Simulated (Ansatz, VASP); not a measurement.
In3Se: VASP beside Ansatz

File INCAR:

```
SYSTEM = In3Se
PREC     = Accurate       ! precision mode
ENCUT    = 520            ! plane-wave cutoff, eV
EDIFF    = 1E-6           ! SCF threshold, eV
ISMEAR   = -1             ! smearing method
SIGMA    = 0.05           ! smearing width, eV
LREAL    = .False.        ! projectors in reciprocal space
LASPH    = .True.         ! aspherical terms in the spheres
NELM     = 80             ! most SCF steps
ALGO     = Normal         ! electronic algorithm
ISIF     = 2              ! what is computed and relaxed
LWAVE    = .False.        ! write WAVECAR
LCHARG   = .False.        ! write CHGCAR
NBANDS   = 30             ! bands
```

Contents of KPOINTS:

```
regular mesh
0
Gamma
  6 6 6
  0 0 0
```

File POSCAR:

```
In3Se
1.0
    4.8669725914      0.0000000000      0.0000000000
    0.0000000000      4.8669725914      0.0000000000
    0.0000000000      0.0000000000      4.8669725914
In Se
3 1
Direct
    0.5000000000      0.5000000000      0.0000000000
    0.5000000000      0.0000000000      0.5000000000
    0.0000000000      0.5000000000      0.5000000000
    0.0000000000      0.0000000000      0.0000000000
```

The input input.yaml:

```yaml
crystal:
  lattice:
    - [4.8669725914, 0.0, 0.0]
    - [0.0, 4.8669725914, 0.0]
    - [0.0, 0.0, 4.8669725914]
  atoms:
    - { symbol: In, position: [0.5, 0.5, 0.0] }
    - { symbol: In, position: [0.5, 0.0, 0.5] }
    - { symbol: In, position: [0.0, 0.5, 0.5] }
    - { symbol: Se, position: [0.0, 0.0, 0.0] }
hamiltonian:
  xc: lda
  pseudopotentials: { kind: paw }
kpoints:
  mp_grid: { grid: [6, 6, 6] }
scf:
  occupations: { method: fermi_dirac, width: 0.05 }
output:
  forces: true
  stress: true
  eigenvalues: true
```

Alike in both runs: task single point; functional LDA; k mesh 6 × 6 × 6; occupations fermi-dirac, width 0.05 eV; no spin polarisation.

|  | VASP | Ansatz |
| --- | --- | --- |
| version | VASP 6.6.1 | Ansatz 0.2.0 |
| potentials or method | VASP PAW LDA potentials, release 64 (In_d, Se) | Ansatz PAW |
| plane-wave cutoff (eV) | 520 | 420 |
| valence electrons in the cell | 45 | 55 |

```tsv
	VASP	Ansatz	Ansatz less VASP
gap on the k mesh at the Fermi level (eV)	none	none	-
pressure (GPa)	-5.1	-5.1	0.00
```

LDA's correlation is that of Perdew and Zunger in VASP and of Perdew and Wang (1992) in Ansatz. A gap of «none» marks a metal or a gap that the smearing closes. VASP's potentials hold 45 valence electrons a cell and Ansatz's 55, so a difference there can come from the potentials and not from the codes.
